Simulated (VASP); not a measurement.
Write the native input for VASP 6.6.1 that does the following.

```yaml
Task: single point
Functional: PBEsol
Potentials_or_basis: VASP PAW PBE potentials, release 64 (La)
Cutoff: 520 eV
k_mesh: 7 × 7 × 10
Occupations: fermi-dirac, width 0.1 eV
Spin: no spin polarisation
Dipole_correction: no
Further_INCAR_settings: ALGO = Normal; EDIFF = 1e-07; NBANDS = 24
```

The structure of La lies in POSCAR:

```
La
1.0
    5.9571342421      0.0000000000      0.0000000000
   -2.9785671210      5.1590295874      0.0000000000
    0.0000000000      0.0000000000      3.6097213067
La
3
Direct
    0.0000000000      0.0000000000      0.0000000000
    0.3333333333      0.6666666667      0.5000000000
    0.6666666667      0.3333333333      0.5000000000
```

This cell differs from its parent crystal: volume scaled by 1.08.

One way to write it, as run:

INCAR

```
SYSTEM = La
PREC = Accurate ; ENCUT = 520
EDIFF = 1E-7 ; ISMEAR = -1
SIGMA = 0.1 ; LREAL = .False.
LASPH = .True. ; NELM = 100
ALGO = Normal ; ISIF = 2
LWAVE = .False. ; LCHARG = .True.
GGA = PS ; LELF = .True.
LVHAR = .True. ; NBANDS = 24
```

KPOINTS

```
Automatic mesh
0
Gamma
  7 7 10
  0 0 0
```

Potentials or basis: VASP PAW PBE potentials, release 64 (La).

Launch:

```sh
$ cat potpaw_PBE.64/La/POTCAR > POTCAR
$ mpirun -np 1 vasp_std > vasp.out
```

Results of the run:

The pressure is -1.9 GPa.

Caveat: the PAW data sets were made with another functional, which shifts forces and pressure a little.

Run time: 81 s on 1 thread of Intel(R) Xeon(R) 6975P-C (Granite Rapids) (shared host), peak memory 0.31 GiB.
